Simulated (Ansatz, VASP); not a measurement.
# Two plane-wave programs on Cd

```
CELL_PARAMETERS angstrom
0.00000 2.19190 2.19190
2.19190 0.00000 2.19190
2.19190 2.19190 0.00000
ATOMIC_POSITIONS crystal
Cd 0.00000 0.00000 0.00000
```

Alike in both runs: task single point; functional PBE; k mesh 20 × 20 × 20; occupations fermi-dirac, width 0.1 eV; no spin polarisation.

|  | VASP | Ansatz |
| --- | --- | --- |
| version | VASP 6.6.1 | Ansatz 0.2.0 |
| potentials or method | VASP PAW PBE potentials, release 64 (Cd), cutoff 520 eV | plane waves (420 eV) with PAW, scalar-relativistic |
| valence electrons in the cell | 12 | 20 |

```csv
,VASP,Ansatz,Ansatz less VASP
pressure (GPa),4.6,4.3,-0.34
```

VASP's potentials hold 12 valence electrons a cell and Ansatz's 20, so a difference there can come from the potentials and not from the codes.
